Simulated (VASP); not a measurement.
# Re (Im-3m) in VASP: notebook

Runs on Re. Level: LDA. Tasks: single point.

Program: VASP 6.6.1. These are calculated values, not measurements. Logs are shortened: lines on timing, memory, paths and dates and some standing lists are left out, and cuts for length are marked.

### Step 1. The cell of the first run

Symmetry: Im-3m, No. 229, cubic system. The conventional cell has a = 2.986 Å, b = 2.986 Å, c = 2.986 Å, α = 90.00°, β = 90.00°, γ = 90.00°. Re (site symmetry m-3m) has 14 Re at 2.59 to 2.99 Å within 3.4 Å.

This isn't the form of Re at room conditions, which is hcp.

### Step 2. Single point, LDA (13.32 Å³/atom)

Contents of INCAR:

```
SYSTEM = Re
PREC     = Accurate       ! precision mode
ENCUT    = 520            ! plane-wave cutoff, eV
EDIFF    = 1E-6           ! SCF threshold, eV
ISMEAR   = -1             ! smearing method
SIGMA    = 0.1            ! smearing width, eV
LREAL    = .FALSE.        ! projectors in reciprocal space
LASPH    = .TRUE.         ! aspherical terms in the spheres
NELM     = 60             ! most SCF steps
ALGO     = Normal         ! electronic algorithm
ISIF     = 2              ! what is computed and relaxed
LWAVE    = .FALSE.        ! write WAVECAR
LCHARG   = .TRUE.         ! write CHGCAR
GGA      = CA             ! functional
LELF     = .TRUE.         ! ELF
LVHAR    = .TRUE.       
NBANDS   = 10             ! bands
```

Contents of KPOINTS:

```
Automatic mesh
0
G
  19 19 19
  0 0 0
```

Contents of POSCAR:

```
Re
1.0
   -1.4931806299      1.4931806299      1.4931806299
    1.4931806299     -1.4931806299      1.4931806299
    1.4931806299      1.4931806299     -1.4931806299
Re
1
Direct
    0.0000000000      0.0000000000      0.0000000000
```

Potentials or basis: VASP PAW LDA potentials, release 64 (Re).

Command:

```sh
$ cat potpaw_LDA.64/Re/POTCAR > POTCAR
$ mpirun -np 1 vasp_std > vasp.out
```

OUTCAR:

```text
SYSTEM = Re
   PREC = Accurate
   ENCUT = 520
   EDIFF = 1E-6
   ISMEAR = -1
   LREAL = .FALSE.
   LASPH = .TRUE.
   NELM = 60
   ISIF = 2
   GGA = CA

 ion  position               nearest neighbor table
   1  0.000  0.000  0.000-

  LATTYP: Found a body centered cubic cell.
 ALAT       =     2.9863612598

  Lattice vectors:

 A1 = (  -1.4931806299,   1.4931806299,   1.4931806299)
 A2 = (   1.4931806299,  -1.4931806299,   1.4931806299)
 A3 = (   1.4931806299,   1.4931806299,  -1.4931806299)

Analysis of symmetry for initial positions (statically):
=====================================================================
 Subroutine PRICEL returns:
 Original cell was already a primitive cell.

 Routine SETGRP: Setting up the symmetry group for a
 body centered cubic supercell.

 Subroutine GETGRP returns: Found 48 space group operations
 (whereof 48 operations were pure point group operations)
 out of a pool of 48 trial point group operations.

The static configuration has the point symmetry O_h .

Analysis of symmetry for dynamics (positions and initial velocities):
=====================================================================
 Subroutine PRICEL returns:
 Original cell was already a primitive cell.

 Routine SETGRP: Setting up the symmetry group for a
 body centered cubic supercell.

 Subroutine GETGRP returns: Found 48 space group operations
 (whereof 48 operations were pure point group operations)
 out of a pool of 48 trial point group operations.

The dynamic configuration has the point symmetry O_h .

 Subroutine INISYM returns: Found 48 space group operations
 (whereof 48 operations are pure point group operations),
 and found     1 'primitive' translations

----------------------------------------------------------------------------------------

                                     Primitive cell

  volume of cell :      13.3167

  direct lattice vectors                    reciprocal lattice vectors
    -1.493180630  1.493180630  1.493180630     0.000000000  0.334855670  0.334855670
     1.493180630 -1.493180630  1.493180630     0.334855670  0.000000000  0.334855670
     1.493180630  1.493180630 -1.493180630     0.334855670  0.334855670  0.000000000

  length of vectors
     2.586264716  2.586264716  2.586264716     0.473557430  0.473557430  0.473557430

  position of ions in fractional coordinates (direct lattice)
     0.000000000  0.000000000  0.000000000
[... 78 lines left out ...]
   EDIFFG = 0.1E-04   stopping-criterion for IOM
   NSW    =      0    number of steps for IOM
   IBRION =     -1    ionic relax: 0-MD 1-quasi-New 2-CG
   NFREE  =      0    steps in history (QN), initial steepest desc. (CG)
   ISIF   =      2    stress and relaxation
   ISYM   =      2    0-nonsym 1-usesym 2-fastsym
   POTIM  = 0.5000    time-step for ionic-motion
   TEBEG  =    0.0;   TEEND  =   0.0 temperature during run
   PSTRESS=    0.0 pullay stress
   NELECT =       7.0000    total number of electrons
   NUPDOWN=      -1.0000    fix difference up-down
   EMIN   =  10.00;   EMAX   =-10.00  energy-range for DOS
   EFERMI =   0.00;   METHOD = LEGACY
   ISMEAR =    -1;   SIGMA  =   0.10  broadening in eV -4-tet -1-fermi 0-gaus
   EFERMI_NEDOS =   21; number of points for ismear=-14 and -15
   IALGO  =     38    algorithm
   IMIX   =      4    mixing-type and parameters
     AMIX     =   0.40;   BMIX     =  1.00
     AMIX_MAG =   1.60;   BMIX_MAG =  1.00
  volume/ion in A,a.u.               =      13.32        89.87
  Fermi-wavevector in a.u.,A,eV,Ry     =   1.321220  2.496744 23.750636  1.745623
  Thomas-Fermi vector in A             =   2.450990
   LORBIT       =      0    0 simple, 1 ext, 2 COOP (PROOUT), +10 PAW based schemes
   GGA     = CA    functional components
   LHFCALC =     F    Hartree Fock is set to
   AEXX    =    0.0000 exact exchange contribution
   IVDW    =     0    specifies the selected vdW correction
   LEPSILON=     F    determine dielectric tensor
   LRPA    =     F    only Hartree local field effects (RPA)
 non-spin polarized calculation
  energy-cutoff  :      520.00
  volume of cell :       13.32
 maximum number of plane-waves:       370
   NGX =  9   NGY =  9   NGZ =  9

 number of electron       7.0000000 magnetization

 Free energy of the ion-electron system (eV)
  ---------------------------------------------------
  ext. energy  EPLUGINS =         0.00000000
  ---------------------------------------------------
  free energy    TOTEN  =       -13.29112697 eV

  energy without entropy =      -13.25822781  energy(sigma->0) =      -13.27467739

 E-fermi :  10.1494     XC(G=0): -14.3912

 val. band max:       10.1417243320   @ k =   0.2105   0.2105   0.0000
 cond. band min:      10.1586012484   @ k =  -0.4737  -0.4737   0.2632
 fundamental gap:      0.0168769164
 Fermi energy:        10.1493648331

 k-point     1 :       0.0000    0.0000    0.0000
  band No.  band energies     occupation
      1      -1.3030      2.00000
      2       7.0682      2.00000
      3       7.0682      2.00000
      4       7.0682      2.00000
      5      10.9879      0.00046
      6      10.9879      0.00046
      7      25.9410      0.00000
      8      25.9410      0.00000
      9      25.9410      0.00000
     10      39.7569      0.00000
[... 287 lines left out ...]
 k-point    24 :       0.3158    0.1053    0.0000
  band No.  band energies     occupation
      1       2.3601      2.00000
      2       4.9024      2.00000
      3       7.4436      2.00000
      4      10.6416      0.01446
      5      11.9368      0.00000
      6      14.2180      0.00000
      7      23.5860      0.00000
      8      24.9636      0.00000
      9      30.4531      0.00000
     10      34.0999      0.00000

 [... further k-points ...]

------------------------ aborting loop because EDIFF is reached ----------------------------------------

  FORCE on cell =-STRESS in cart. coord.  units (eV):
  Direction    XX          YY          ZZ          XY          YZ          ZX
  --------------------------------------------------------------------------------------
  -------------------------------------------------------------------------------------
  Total        3.5248593      3.5248593      3.5248593      0.0000000     -0.0000000     -0.0000000
  in kB      424.0873716    424.0873716    424.0873716      0.0000000     -0.0000000     -0.0000000
  external PRESSURE =     424.0873716 kB  Pullay stress =       0.0000000 kB

 VOLUME and BASIS-vectors are now :
 -----------------------------------------------------------------------------
  energy-cutoff  :      520.00
  volume of cell :       13.32
      direct lattice vectors                 reciprocal lattice vectors
    -1.493180630  1.493180630  1.493180630     0.000000000  0.334855670  0.334855670
     1.493180630 -1.493180630  1.493180630     0.334855670  0.000000000  0.334855670
     1.493180630  1.493180630 -1.493180630     0.334855670  0.334855670  0.000000000

 POSITION                                       TOTAL-FORCE (eV/Angst)
 -----------------------------------------------------------------------------------
      0.00000      0.00000      0.00000         0.000000     -0.000000      0.000000
 -----------------------------------------------------------------------------------
    total drift:                                0.000000      0.000000      0.000000

  FREE ENERGIE OF THE ION-ELECTRON SYSTEM (eV)
  ---------------------------------------------------
  free  energy   TOTEN  =       -13.2911269746 eV

  energy  without entropy=      -13.2582278076  energy(sigma->0) =      -13.27467739
```

It took 10 s on 1 thread of Intel Xeon 6975P-C (Granite Rapids), shared host; peak memory 0.14 GiB.

What came out:

| Property | Result |
| --- | --- |
| Free energy | -13.2911 eV |
| Pressure | 42.4 GPa |
| Band gap on the k mesh | zero (an odd number of electrons rules out a gap without spin polarisation) |

Levels at points of the mesh, in eV from the Fermi level:
| k point | band 1 | band 2 | band 3 | band 4 | band 5 | band 6 | band 7 |
| --- | --- | --- | --- | --- | --- | --- | --- |
| (0.00, 0.00, 0.00) | -11.45 | -3.08 | -3.08 | -3.08 | 0.84 | 0.84 | 15.79 |

Caveat: the cell stands under pressure; spin-orbit coupling is left out, which moves the levels of the heavy elements.

### Step 3. Single point, LDA (13.32 Å³/atom)

Contents of INCAR:

```
PREC = Accurate
ENCUT = 520
EDIFF = 1E-6
ISMEAR = -1
SIGMA = 0.1
LREAL = False
LASPH = True
NELM = 80
ALGO = Normal
ISIF = 2
LWAVE = False
LCHARG = True
LELF = True
LVHAR = True
NBANDS = 10
```

Contents of KPOINTS:

```
Automatic mesh
0
Gamma
  19 19 19
```

POSCAR is that of step 2.

Potentials or basis: VASP PAW LDA potentials, release 64 (Re).

Command:

```sh
$ cat potpaw_LDA.64/Re/POTCAR > POTCAR
$ mpirun -np 1 vasp_std > vasp.out
```

OUTCAR:

```text
PREC = Accurate
   ENCUT = 520
   EDIFF = 1E-6
   ISMEAR = -1
   LREAL = False
   LASPH = True
   NELM = 80
   ISIF = 2

 ion  position               nearest neighbor table
   1  0.000  0.000  0.000-

  LATTYP: Found a body centered cubic cell.
 ALAT       =     2.9863612598

  Lattice vectors:

 A1 = (  -1.4931806299,   1.4931806299,   1.4931806299)
 A2 = (   1.4931806299,  -1.4931806299,   1.4931806299)
 A3 = (   1.4931806299,   1.4931806299,  -1.4931806299)

Analysis of symmetry for initial positions (statically):
=====================================================================
 Subroutine PRICEL returns:
 Original cell was already a primitive cell.

 Routine SETGRP: Setting up the symmetry group for a
 body centered cubic supercell.

 Subroutine GETGRP returns: Found 48 space group operations
 (whereof 48 operations were pure point group operations)
 out of a pool of 48 trial point group operations.

The static configuration has the point symmetry O_h .

Analysis of symmetry for dynamics (positions and initial velocities):
=====================================================================
 Subroutine PRICEL returns:
 Original cell was already a primitive cell.

 Routine SETGRP: Setting up the symmetry group for a
 body centered cubic supercell.

 Subroutine GETGRP returns: Found 48 space group operations
 (whereof 48 operations were pure point group operations)
 out of a pool of 48 trial point group operations.

The dynamic configuration has the point symmetry O_h .

 Subroutine INISYM returns: Found 48 space group operations
 (whereof 48 operations are pure point group operations),
 and found     1 'primitive' translations

----------------------------------------------------------------------------------------

[... 110 lines left out ...]
     AMIX_MAG =   1.60;   BMIX_MAG =  1.00
  volume/ion in A,a.u.               =      13.32        89.87
  Fermi-wavevector in a.u.,A,eV,Ry     =   1.321220  2.496744 23.750636  1.745623
  Thomas-Fermi vector in A             =   2.450990
   LORBIT       =      0    0 simple, 1 ext, 2 COOP (PROOUT), +10 PAW based schemes
   GGA     = CA    functional components
   LHFCALC =     F    Hartree Fock is set to
   AEXX    =    0.0000 exact exchange contribution
   IVDW    =     0    specifies the selected vdW correction
   LEPSILON=     F    determine dielectric tensor
   LRPA    =     F    only Hartree local field effects (RPA)
 non-spin polarized calculation
  energy-cutoff  :      520.00
  volume of cell :       13.32
 maximum number of plane-waves:       370
   NGX =  9   NGY =  9   NGZ =  9

 number of electron       7.0000000 magnetization

 Free energy of the ion-electron system (eV)
  ---------------------------------------------------
  ext. energy  EPLUGINS =         0.00000000
  ---------------------------------------------------
  free energy    TOTEN  =       -13.29112697 eV

  energy without entropy =      -13.25822781  energy(sigma->0) =      -13.27467739

 E-fermi :  10.1494     XC(G=0): -14.3912

 val. band max:       10.1417243320   @ k =   0.2105   0.2105   0.0000
 cond. band min:      10.1586012484   @ k =  -0.4737  -0.4737   0.2632
 fundamental gap:      0.0168769164
 Fermi energy:        10.1493648331

 k-point     1 :       0.0000    0.0000    0.0000
  band No.  band energies     occupation
      1      -1.3030      2.00000
      2       7.0682      2.00000
      3       7.0682      2.00000
      4       7.0682      2.00000
      5      10.9879      0.00046
      6      10.9879      0.00046
      7      25.9410      0.00000
      8      25.9410      0.00000
      9      25.9410      0.00000
     10      39.7569      0.00000
[... 287 lines left out ...]
 k-point    24 :       0.3158    0.1053    0.0000
  band No.  band energies     occupation
      1       2.3601      2.00000
      2       4.9024      2.00000
      3       7.4436      2.00000
      4      10.6416      0.01446
      5      11.9368      0.00000
      6      14.2180      0.00000
      7      23.5860      0.00000
      8      24.9636      0.00000
      9      30.4531      0.00000
     10      34.0999      0.00000

 [... further k-points ...]

------------------------ aborting loop because EDIFF is reached ----------------------------------------

  FORCE on cell =-STRESS in cart. coord.  units (eV):
  Direction    XX          YY          ZZ          XY          YZ          ZX
  --------------------------------------------------------------------------------------
  -------------------------------------------------------------------------------------
  Total        3.5248593      3.5248593      3.5248593      0.0000000     -0.0000000     -0.0000000
  in kB      424.0873716    424.0873716    424.0873716      0.0000000     -0.0000000     -0.0000000
  external PRESSURE =     424.0873716 kB  Pullay stress =       0.0000000 kB

 VOLUME and BASIS-vectors are now :
 -----------------------------------------------------------------------------
  energy-cutoff  :      520.00
  volume of cell :       13.32
      direct lattice vectors                 reciprocal lattice vectors
    -1.493180630  1.493180630  1.493180630     0.000000000  0.334855670  0.334855670
     1.493180630 -1.493180630  1.493180630     0.334855670  0.000000000  0.334855670
     1.493180630  1.493180630 -1.493180630     0.334855670  0.334855670  0.000000000

 POSITION                                       TOTAL-FORCE (eV/Angst)
 -----------------------------------------------------------------------------------
      0.00000      0.00000      0.00000         0.000000     -0.000000      0.000000
 -----------------------------------------------------------------------------------
    total drift:                                0.000000      0.000000      0.000000

  FREE ENERGIE OF THE ION-ELECTRON SYSTEM (eV)
  ---------------------------------------------------
  free  energy   TOTEN  =       -13.2911269746 eV

  energy  without entropy=      -13.2582278076  energy(sigma->0) =      -13.27467739
```

stdout:

```text
POSCAR found type information on POSCAR Re
 POSCAR found :  1 types and       1 ions
 scaLAPACK will be used
 LDA part: xc-table for (Slater(with rela. corr.)+CA(PZ))
 , standard interpolation
 POSCAR, INCAR and KPOINTS ok, starting setup
 FFT: planning ... GRIDC
 FFT: planning ... GRID_SOFT
 FFT: planning ... GRID
 WAVECAR not read
 entering main loop
```

It took 12 s on 1 thread of Intel Xeon 6975P-C (Granite Rapids), shared host; peak memory 0.14 GiB.

Results:

```
Free energy            : -13.2911 eV
Pressure               : 42.4 GPa
Band gap on the k mesh : zero (an odd number of electrons rules out a gap without spin polarisation)
```

Levels at points of the mesh, in eV from the Fermi level:
```tsv
k point	band 1	band 2	band 3	band 4	band 5	band 6
(0.00, 0.00, 0.00)	-11.45	-3.08	-3.08	-3.08	0.84	0.84
```

Caveat: the cell stands under pressure; spin-orbit coupling is left out, which moves the levels of the heavy elements.

### Step 4. Single point, LDA

This run uses another cell than the first one, of 14.47 Å³/atom.

Contents of INCAR:

```
ALGO     = Normal         # electronic algorithm
EDIFF    = 1E-6           # SCF threshold, eV
ENCUT    = 520            # plane-wave cutoff, eV
ISIF     = 2              # what is computed and relaxed
ISMEAR   = -1             # smearing method
LASPH    = True           # aspherical terms in the spheres
LCHARG   = False          # write CHGCAR
LREAL    = False          # projectors in reciprocal space
LWAVE    = False          # write WAVECAR
NBANDS   = 10             # bands
NELM     = 100            # most SCF steps
PREC     = Accurate       # precision mode
SIGMA    = 0.1            # smearing width, eV
```

Contents of KPOINTS:

```
k-points
0
Gamma
  19 19 19
```

Contents of POSCAR:

```
Re
1.0
   -1.5352640187      1.5352640187      1.5352640187
    1.5352640187     -1.5352640187      1.5352640187
    1.5352640187      1.5352640187     -1.5352640187
Re
1
Direct
    0.0000000000      0.0000000000      0.0000000000
```

Command:

```sh
$ cat potpaw_LDA.64/Re/POTCAR > POTCAR
$ mpirun -np 1 vasp_std > vasp.out
```

Run time: 10 s. Hardware: 1 thread of Intel Xeon 6975P-C (Granite Rapids), shared host; peak memory 0.14 GiB.

The run converged. Its results:

| Property | Result |
| --- | --- |
| Free energy | -13.4396 eV |
| Pressure | 1.5 GPa |
| Band gap on the k mesh | zero (an odd number of electrons rules out a gap without spin polarisation) |

Levels at points of the mesh, in eV from the Fermi level:
```csv
k point,band 1,band 2,band 3,band 4,band 5,band 6,band 7,band 8
"(0.00, 0.00, 0.00)",-10.81,-2.76,-2.76,-2.76,0.77,0.77,15.67,15.67
```

Caveat: spin-orbit coupling is left out, which moves the levels of the heavy elements.

### Step 5. Single point, LDA (14.47 Å³/atom)

This run uses another cell than the first one, of 14.47 Å³/atom.

Contents of INCAR:

```
SYSTEM = Re
PREC = Accurate
ENCUT = 520
EDIFF = 1E-7
ISMEAR = -1
SIGMA = 0.1
LREAL = .False.
LASPH = .True.
NELM = 80
ALGO = Normal
ISIF = 2
LWAVE = .False.
LCHARG = .False.
GGA = CA
NBANDS = 10
```

Contents of KPOINTS:

```
regular mesh
0
Gamma
  19 19 19
  0 0 0
```

POSCAR is that of step 4.

Command:

```sh
$ cat potpaw_LDA.64/Re/POTCAR > POTCAR
$ mpirun -np 1 vasp_std > vasp.out
```

It took 11 s on 1 thread of Intel Xeon 6975P-C (Granite Rapids), shared host; peak memory 0.15 GiB.

Results (log left out):

```yaml
Free_energy: -13.4396 eV
Pressure: 1.5 GPa
Band_gap_on_the_k_mesh: zero (an odd number of electrons rules out a gap without spin polarisation)
```

Levels at points of the mesh, in eV from the Fermi level:
```csv
k point,band 1,band 2,band 3,band 4,band 5,band 6
"(0.00, 0.00, 0.00)",-10.81,-2.76,-2.76,-2.76,0.77,0.77
```

Caveat: spin-orbit coupling is left out, which moves the levels of the heavy elements.
